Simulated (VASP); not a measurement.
# LiCl (Fm-3m) in VASP: further runs

Runs on LiCl. Level: r2SCAN. Tasks: single point.

All numbers are computed with VASP 6.6.1; they aren't measurements. Logs are shortened: lines on timing, memory, paths and dates and some standing lists are left out, and cuts for length are marked.

## (1) The cell of the first run

Symmetry: Fm-3m, No. 225, cubic system. Conventional cell: a = 5.112 Å, b = 5.112 Å, c = 5.112 Å, α = 90.00°, β = 90.00°, γ = 90.00°. Within 3.4 Å of Li (site symmetry m-3m) lie 6 Cl at 2.56 Å. Cl (site symmetry m-3m) has 6 Li at 2.56 Å within 3.4 Å.

## (2) Single point, r2SCAN

File POSCAR:

```
LiCl
1.0
    2.5561986330      2.5561986330      0.0000000000
   -2.5561986330      2.5561986330      0.0000000000
    0.0000000000      2.5561986330      2.5561986330
Li Cl
1 1
Direct
    0.0000000000      0.0000000000      0.0000000000
    0.5000000000      0.5000000000      0.0000000000
```

File INCAR.step1:

```
PREC = Accurate ; ENCUT = 520
ISMEAR = 0 ; SIGMA = 0.01
LREAL = F ; LASPH = T
NELM = 80 ; NBANDS = 12
GGA = PE ; ALGO = Normal
EDIFF = 1E-4 ; LWAVE = T
LCHARG = F
```

File INCAR.step2:

```
PREC = Accurate ; ENCUT = 520
EDIFF = 1E-6 ; ISMEAR = 0
SIGMA = 0.01 ; LREAL = F
LASPH = T ; NELM = 80
ALGO = Normal ; ISIF = 2
LWAVE = F ; LCHARG = F
METAGGA = R2SCAN ; LMIXTAU = T
NBANDS = 12 ; ISTART = 1
```

File KPOINTS:

```
Automatic mesh
0
Gamma
  8 8 8
```

Potentials or basis: VASP PAW PBE potentials, release 64 (Li_sv, Cl).

Launch:

```console
$ cat potpaw_PBE.64/Li_sv/POTCAR potpaw_PBE.64/Cl/POTCAR > POTCAR
$ cp INCAR.step1 INCAR
$ mpirun -np 1 vasp_std > vasp.out
$ cp INCAR.step2 INCAR
$ mpirun -np 1 vasp_std > vasp.out
```

OUTCAR:

```text
PREC = Accurate
   ENCUT = 520
   EDIFF = 1E-6
   ISMEAR = 0
   LREAL = F
   LASPH = T
   NELM = 80
   ISIF = 2
   METAGGA = R2SCAN
   ISTART = 1

 ion  position               nearest neighbor table
   1  0.000  0.000  0.000-   2 2.56   2 2.56   2 2.56   2 2.56   2 2.56   2 2.56
   2  0.500  0.500  0.000-   1 2.56   1 2.56   1 2.56   1 2.56   1 2.56   1 2.56

  LATTYP: Found a face centered cubic cell.
 ALAT       =     5.1123972660

  Lattice vectors:

 A1 = (   0.0000000000,   2.5561986330,   2.5561986330)
 A2 = (   2.5561986330,   0.0000000000,   2.5561986330)
 A3 = (   2.5561986330,   2.5561986330,   0.0000000000)

Analysis of symmetry for initial positions (statically):
=====================================================================
 Subroutine PRICEL returns:
 Original cell was already a primitive cell.

 Routine SETGRP: Setting up the symmetry group for a
 face centered cubic supercell.

 Subroutine GETGRP returns: Found 48 space group operations
 (whereof 48 operations were pure point group operations)
 out of a pool of 48 trial point group operations.

The static configuration has the point symmetry O_h .

Analysis of symmetry for dynamics (positions and initial velocities):
=====================================================================
 Subroutine PRICEL returns:
 Original cell was already a primitive cell.

 Routine SETGRP: Setting up the symmetry group for a
 face centered cubic supercell.

 Subroutine GETGRP returns: Found 48 space group operations
 (whereof 48 operations were pure point group operations)
 out of a pool of 48 trial point group operations.

The dynamic configuration has the point symmetry O_h .

 Subroutine INISYM returns: Found 48 space group operations
 (whereof 48 operations are pure point group operations),
 and found     1 'primitive' translations

----------------------------------------------------------------------------------------

                                     Primitive cell

  volume of cell :      33.4052

  direct lattice vectors                    reciprocal lattice vectors
     2.556198633  2.556198633  0.000000000     0.195602953  0.195602953 -0.195602953
    -2.556198633  2.556198633  0.000000000    -0.195602953  0.195602953 -0.195602953
     0.000000000  2.556198633  2.556198633     0.000000000  0.000000000  0.391205905

  length of vectors
     3.615010775  3.615010775  3.615010775     0.338794252  0.338794252  0.391205905
[... 89 lines left out ...]
   POTIM  = 0.5000    time-step for ionic-motion
   TEBEG  =    0.0;   TEEND  =   0.0 temperature during run
   PSTRESS=    0.0 pullay stress
   NELECT =      10.0000    total number of electrons
   NUPDOWN=      -1.0000    fix difference up-down
   EMIN   =  10.00;   EMAX   =-10.00  energy-range for DOS
   EFERMI =   0.00;   METHOD = LEGACY
   ISMEAR =     0;   SIGMA  =   0.01  broadening in eV -4-tet -1-fermi 0-gaus
   EFERMI_NEDOS =   21; number of points for ismear=-14 and -15
   IALGO  =     38    algorithm
   IMIX   =      4    mixing-type and parameters
     AMIX     =   0.40;   BMIX     =  1.00
     AMIX_MAG =   1.60;   BMIX_MAG =  1.00
  volume/ion in A,a.u.               =      16.70       112.71
  Fermi-wavevector in a.u.,A,eV,Ry     =   1.095141  2.069517 16.317942  1.199335
  Thomas-Fermi vector in A             =   2.231460
   LORBIT       =      0    0 simple, 1 ext, 2 COOP (PROOUT), +10 PAW based schemes
   METAGGA = R2SCAN    functional components
   LHFCALC =     F    Hartree Fock is set to
   AEXX    =    0.0000 exact exchange contribution
   IVDW    =     0    specifies the selected vdW correction
   LEPSILON=     F    determine dielectric tensor
   LRPA    =     F    only Hartree local field effects (RPA)
 non-spin polarized calculation
 Gauss-broadening in eV      SIGMA  =   0.01
  energy-cutoff  :      520.00
  volume of cell :       33.41
 maximum number of plane-waves:       934
   NGX = 13   NGY = 13   NGZ = 13

 number of electron      10.0000003 magnetization

 Free energy of the ion-electron system (eV)
  ---------------------------------------------------
  ext. energy  EPLUGINS =         0.00000000
  ---------------------------------------------------
  free energy    TOTEN  =       -12.58807243 eV

  energy without entropy =      -12.58807243  energy(sigma->0) =      -12.58807243

 E-fermi :   0.3778     XC(G=0):  -9.2100

 val. band max:        0.2648671824   @ k =   0.0000   0.0000   0.0000
 cond. band min:       7.6239663377   @ k =   0.0000   0.0000   0.0000
 fundamental gap:      7.3590991553
 Fermi energy:         0.3778197492

 k-point     1 :       0.0000    0.0000    0.0000
  band No.  band energies     occupation
      1     -44.5334      2.00000
      2     -13.7552      2.00000
      3       0.2648      2.00000
      4       0.2649      2.00000
      5       0.2649      2.00000
      6       7.6240      0.00000
      7      12.9353      0.00000
      8      12.9354      0.00000
      9      12.9354      0.00000
     10      15.6717      0.00000
     11      15.6718      0.00000
     12      16.1871      0.00000
[... 331 lines left out ...]
 k-point    24 :       0.5000    0.2500    0.1250
  band No.  band energies     occupation
      1     -44.5303      2.00000
      2     -13.0379      2.00000
      3      -2.3442      2.00000
      4      -1.0777      2.00000
      5      -0.3402      2.00000
      6       9.3073      0.00000
      7      10.4464      0.00000
      8      11.7207      0.00000
      9      13.0860      0.00000
     10      16.8133      0.00000
     11      17.6680      0.00000
     12      19.5248      0.00000

 [... further k-points ...]

------------------------ aborting loop because EDIFF is reached ----------------------------------------

  FORCE on cell =-STRESS in cart. coord.  units (eV):
  Direction    XX          YY          ZZ          XY          YZ          ZX
  --------------------------------------------------------------------------------------
  -------------------------------------------------------------------------------------
  Total       -0.1003096     -0.1003096     -0.1003096      0.0000000      0.0000000     -0.0000000
  in kB       -4.8110421     -4.8110421     -4.8110421      0.0000000      0.0000000     -0.0000000
  external PRESSURE =      -4.8110421 kB  Pullay stress =       0.0000000 kB

 VOLUME and BASIS-vectors are now :
 -----------------------------------------------------------------------------
  energy-cutoff  :      520.00
  volume of cell :       33.41
      direct lattice vectors                 reciprocal lattice vectors
     2.556198633  2.556198633  0.000000000     0.195602953  0.195602953 -0.195602953
    -2.556198633  2.556198633  0.000000000    -0.195602953  0.195602953 -0.195602953
     0.000000000  2.556198633  2.556198633     0.000000000  0.000000000  0.391205905

 POSITION                                       TOTAL-FORCE (eV/Angst)
 -----------------------------------------------------------------------------------
      0.00000      0.00000      0.00000        -0.000000     -0.000000      0.000000
      0.00000      2.55620      0.00000         0.000000      0.000000      0.000000
 -----------------------------------------------------------------------------------
    total drift:                               -0.000000      0.000000     -0.000000

  FREE ENERGIE OF THE ION-ELECTRON SYSTEM (eV)
  ---------------------------------------------------
  free  energy   TOTEN  =       -12.5880724336 eV

  energy  without entropy=      -12.5880724336  energy(sigma->0) =      -12.58807243
```

Run time: 1.7 min. Hardware: 1 thread of Intel Xeon 8259CL, shared host; peak memory 0.16 GiB.

What came out:

| Item | Value |
| --- | --- |
| Free energy | -12.5881 eV |
| Band gap on the k mesh | 7.36 eV |

Levels at points of the mesh, in eV from the valence-band top:
```csv
k point,band 2,band 3,band 4,band 5,band 6,band 7,band 8,band 9
"(0.00, 0.00, 0.00)",-14.02,0.00,0.00,0.00,7.36,12.67,12.67,12.67
"(0.50, 0.00, 0.00)",-13.42,-2.88,-0.28,-0.28,7.55,10.32,10.32,14.32
"(0.50, 0.50, 0.00)",-13.17,-2.98,-1.14,-1.14,8.79,8.91,13.66,15.50
```

Caveat: the cutoff is under 1.25 times the usual one of these potentials, so pressure, stress and relaxed cells hold a basis-set (Pulay) error; the PAW data sets were made with another functional, which shifts forces and pressure a little.

## (3) Single point, r2SCAN

This run uses another cell than the first one, of 17.85 Å³/atom.

File POSCAR:

```
LiCl
1.0
    2.6134326152      2.6134326152      0.0000000000
   -2.6134326152      2.6134326152      0.0000000000
    0.0000000000      2.6134326152      2.6134326152
Li Cl
1 1
Direct
    0.0000000000      0.0000000000      0.0000000000
    0.5000000000      0.5000000000      0.0000000000
```

File INCAR.step1:

```
SYSTEM = LiCl
PREC     = Accurate       ! precision mode
ENCUT    = 520            ! plane-wave cutoff, eV
ISMEAR   = 0              ! smearing method
SIGMA    = 0.01           ! smearing width, eV
LREAL    = .FALSE.        ! projectors in reciprocal space
LASPH    = .TRUE.         ! aspherical terms in the spheres
NELM     = 80             ! most SCF steps
NBANDS   = 12             ! bands
GGA      = PE             ! functional
ALGO     = Normal         ! electronic algorithm
EDIFF    = 1E-4           ! SCF threshold, eV
LWAVE    = .TRUE.         ! write WAVECAR
LCHARG   = .FALSE.        ! write CHGCAR
```

File INCAR.step2:

```
SYSTEM = LiCl
PREC     = Accurate       ! precision mode
ENCUT    = 520            ! plane-wave cutoff, eV
EDIFF    = 1E-6           ! SCF threshold, eV
ISMEAR   = 0              ! smearing method
SIGMA    = 0.01           ! smearing width, eV
LREAL    = .FALSE.        ! projectors in reciprocal space
LASPH    = .TRUE.         ! aspherical terms in the spheres
NELM     = 80             ! most SCF steps
ALGO     = Normal         ! electronic algorithm
ISIF     = 2              ! what is computed and relaxed
LWAVE    = .FALSE.        ! write WAVECAR
LCHARG   = .TRUE.         ! write CHGCAR
METAGGA  = R2SCAN         ! meta-GGA
LMIXTAU  = .TRUE.       
LELF     = .TRUE.         ! ELF
LVHAR    = .TRUE.       
NBANDS   = 12             ! bands
ISTART   = 1
```

File KPOINTS:

```
regular mesh
0
G
  8 8 8
  0 0 0
```

Potentials or basis: VASP PAW PBE potentials, release 64 (Li_sv, Cl).

Launch:

```console
$ cat potpaw_PBE.64/Li_sv/POTCAR potpaw_PBE.64/Cl/POTCAR > POTCAR
$ cp INCAR.step1 INCAR
$ mpirun -np 1 vasp_std > vasp.out
$ cp INCAR.step2 INCAR
$ mpirun -np 1 vasp_std > vasp.out
```

Wall time 1.8 min (1 thread of Intel Xeon 8259CL, shared host); peak memory 0.16 GiB.

It converged, with:

| Item | Value |
| --- | --- |
| Free energy | -12.5660 eV |
| Band gap on the k mesh | 6.97 eV |

Levels at points of the mesh, in eV from the valence-band top:
```
           k point  band 1  band 2  band 3  band 4  band 5  band 6  band 7  band 8  band 9  band 10
(0.00, 0.00, 0.00)  -44.92  -13.79    0.00    0.00    0.00    6.97   12.61   12.61   12.61    15.23
(0.50, 0.00, 0.00)  -44.92  -13.28   -2.61   -0.25   -0.25    7.47   10.29   10.29   13.62    17.72
(0.50, 0.50, 0.00)  -44.92  -13.07   -2.68   -1.02   -1.02    8.66    9.00   13.07   14.97    14.97
```

Caveat: the cutoff is under 1.25 times the usual one of these potentials, so pressure, stress and relaxed cells hold a basis-set (Pulay) error; the PAW data sets were made with another functional, which shifts forces and pressure a little. A k mesh can miss the band edges.

## (4) Single point, r2SCAN

This run uses another cell than the first one, of 17.85 Å³/atom.

POSCAR is that of step 3.

File INCAR.step1:

```
  PREC = Accurate
  ENCUT = 520
  ISMEAR = 0
  SIGMA = 0.01
  LREAL = F
  LASPH = T
  NELM = 80
  NBANDS = 12
  GGA = PE
  ALGO = Normal
  EDIFF = 1E-4
  LWAVE = T
  LCHARG = F
```

File INCAR.step2:

```
  PREC = Accurate
  ENCUT = 520
  EDIFF = 1E-6
  ISMEAR = 0
  SIGMA = 0.01
  LREAL = F
  LASPH = T
  NELM = 80
  ALGO = Normal
  ISIF = 2
  LWAVE = F
  LCHARG = T
  METAGGA = R2SCAN
  LMIXTAU = T
  LELF = T
  LVHAR = T
  NBANDS = 12
  ISTART = 1
```

File KPOINTS:

```
regular mesh
0
Gamma
  8 8 8
```

Launch:

```console
$ cat potpaw_PBE.64/Li_sv/POTCAR potpaw_PBE.64/Cl/POTCAR > POTCAR
$ cp INCAR.step1 INCAR
$ mpirun -np 1 vasp_std > vasp.out
$ cp INCAR.step2 INCAR
$ mpirun -np 1 vasp_std > vasp.out
```

Wall time 1.7 min (1 thread of Intel Xeon 8259CL, shared host); peak memory 0.16 GiB.

Results (log left out):

| Item | Value |
| --- | --- |
| Free energy | -12.5660 eV |
| Band gap on the k mesh | 6.97 eV |

Levels at points of the mesh, in eV from the valence-band top:
```csv
k point,band 3,band 4,band 5,band 6,band 7,band 8
"(0.00, 0.00, 0.00)",0.00,0.00,0.00,6.97,12.61,12.61
"(0.50, 0.00, 0.00)",-2.61,-0.25,-0.25,7.47,10.29,10.29
"(0.50, 0.50, 0.00)",-2.68,-1.02,-1.02,8.66,9.00,13.07
```

Caveat: the cutoff is under 1.25 times the usual one of these potentials, so pressure, stress and relaxed cells hold a basis-set (Pulay) error; the PAW data sets were made with another functional, which shifts forces and pressure a little.

## (5) Single point, r2SCAN

File POSCAR:

```
LiCl
1.0
    2.5561986330      2.5561986330      0.0000000000
   -2.5561986330      2.5561986330      0.0000000000
    0.0000000000      2.5561986330      2.5561986330
Li Cl
1 1
Direct
    0.0000000000      0.0000000000      0.0000000000
    0.5000000000      0.5000000000      0.0000000000
```

File INCAR.step1:

```
SYSTEM = LiCl
ALGO = Normal
EDIFF = 1E-4
ENCUT = 520
GGA = PE
ISMEAR = -1
LASPH = .True.
LCHARG = .False.
LREAL = .False.
LWAVE = .True.
NBANDS = 12
NELM = 100
PREC = Accurate
SIGMA = 0.08
```

File INCAR.step2:

```
SYSTEM = LiCl
ALGO = Normal
EDIFF = 1E-7
ENCUT = 520
ISIF = 2
ISMEAR = -1
ISTART = 1
LASPH = .True.
LCHARG = .False.
LMIXTAU = .True.
LREAL = .False.
LWAVE = .False.
METAGGA = R2SCAN
NBANDS = 12
NELM = 100
PREC = Accurate
SIGMA = 0.08
```

File KPOINTS:

```
k-points
0
Gamma
  12 12 12
  0 0 0
```

Launch:

```console
$ cat potpaw_PBE.64/Li_sv/POTCAR potpaw_PBE.64/Cl/POTCAR > POTCAR
$ cp INCAR.step1 INCAR
$ mpirun -np 1 vasp_std > vasp.out
$ cp INCAR.step2 INCAR
$ mpirun -np 1 vasp_std > vasp.out
```

Wall time 4.2 min (1 thread of Intel Xeon 8259CL, shared host); peak memory 0.17 GiB.

The run converged. Its results:

```yaml
Free_energy: -12.5881 eV
Band_gap_on_the_k_mesh: 7.36 eV
```

Levels at points of the mesh, in eV from the valence-band top:
```csv
k point,band 3,band 4,band 5,band 6,band 7,band 8
"(0.00, 0.00, 0.00)",0.00,0.00,0.00,7.36,12.67,12.67
"(0.50, 0.00, 0.00)",-2.88,-0.28,-0.28,7.55,10.32,10.32
"(0.50, 0.50, 0.00)",-2.98,-1.14,-1.14,8.79,8.91,13.66
```

Caveat: the cutoff is under 1.25 times the usual one of these potentials, so pressure, stress and relaxed cells hold a basis-set (Pulay) error; the PAW data sets were made with another functional, which shifts forces and pressure a little.

## (6) Overview

| cell | k mesh | smearing | gap on the mesh (eV) |
| --- | --- | --- | --- |
| a = 3.615 Å, angles 60.0, 60.0, 90.0°, 2 atoms | 8 × 8 × 8 | gaussian 0.01 eV | 7.36 |
| a = 3.696 Å, angles 60.0, 60.0, 90.0°, 2 atoms | 8 × 8 × 8 | gaussian 0.01 eV | 6.97 |
| a = 3.615 Å, angles 60.0, 60.0, 90.0°, 2 atoms | 12 × 12 × 12 | fermi-dirac 0.08 eV | 7.36 |

Alike in all rows: task single point; level r2SCAN; potentials or basis VASP PAW PBE potentials, release 64 (Li_sv, Cl); no spin polarisation; cutoff (eV) 520.

Caveats: the cutoff is under 1.25 times the usual one of these potentials, so pressure, stress and relaxed cells hold a basis-set (Pulay) error; the PAW data sets were made with another functional, which shifts forces and pressure a little.

Total energies depend on the potentials used, so only differences within one code and one set of settings carry meaning.
